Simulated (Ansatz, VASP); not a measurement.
## Si2Mo in VASP and in Ansatz

```
CELL_PARAMETERS angstrom
-1.60845 1.60845 3.93641
1.60845 -1.60845 3.93641
1.60845 1.60845 -3.93641
ATOMIC_POSITIONS crystal
Si 0.33512 0.33512 0.00000
Si 0.66488 0.66488 0.00000
Mo 0.00000 0.00000 0.00000
```

Alike in both runs: functional PBE; k mesh 20 × 20 × 20; occupations methfessel-paxton of order 1, width 0.1 eV; no spin polarisation.

Ansatz relaxed the structure, and its values are those at the end. VASP's run is a single point on that final structure, the one shown.

```csv
,VASP,Ansatz
version,VASP 6.6.1,Ansatz 0.2.0
potentials or method,"VASP PAW PBE potentials, release 64 (Si, Mo_sv)","scalar-relativistic, plane waves, PAW"
plane-wave cutoff (eV),520,420
valence electrons in the cell,22,22
```

Ansatz gave:

```
gap on the k mesh at the Fermi level (eV) : none
pressure (GPa)                            : 0.0
```

Problem. Which values does VASP return?

Solution. gap on the k mesh at the Fermi level (eV): none; pressure (GPa): 0.2.

A gap of «none» marks a metal or a gap that the smearing closes.
